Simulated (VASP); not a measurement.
**Ga2P: single point with PBE**

The system is Ga2P.

```
CELL_PARAMETERS angstrom
0.00000 3.24132 3.24132
3.24132 0.00000 3.24132
3.24132 3.24132 0.00000
ATOMIC_POSITIONS crystal
Ga 0.50000 0.50000 0.50000
Ga 0.25000 0.25000 0.25000
P 0.00000 0.00000 0.00000
```

```
Program                : VASP 6.6.1
Task                   : single point
Functional             : PBE
Potentials or basis    : VASP PAW PBE potentials, release 64 (Ga_d, P)
Cutoff                 : 520 eV
k mesh                 : 4 × 4 × 4
Occupations            : gaussian, width 0.1 eV
Spin                   : no spin polarisation
Dipole correction      : no
Further INCAR settings : ALGO = Normal; EDIFF = 1e-06; NBANDS = 22
```

```yaml
Pressure: -3.3 GPa
```

Levels at points of the mesh, in eV from the Fermi level:
```
           k point  band 12  band 13  band 14  band 15  band 16  band 17  band 18  band 19  band 20  band 21
(0.00, 0.00, 0.00)    -5.13    -1.68    -1.68    -1.68     0.15     0.78     0.78     0.78     4.07     4.07
(0.50, 0.00, 0.00)    -7.94    -3.43    -2.20    -2.20    -0.02     0.24     0.24     4.13     6.04     6.04
(0.50, 0.50, 0.00)    -7.13    -5.51    -3.70    -3.70    -0.48     3.61     3.61     4.45     5.91     7.39
```

It took 17 s on 1 thread of AMD EPYC 9R45 (Zen 5), on a shared host, peak memory 0.17 GiB.

Caveat: the k points lie up to 0.42 Å⁻¹ apart.
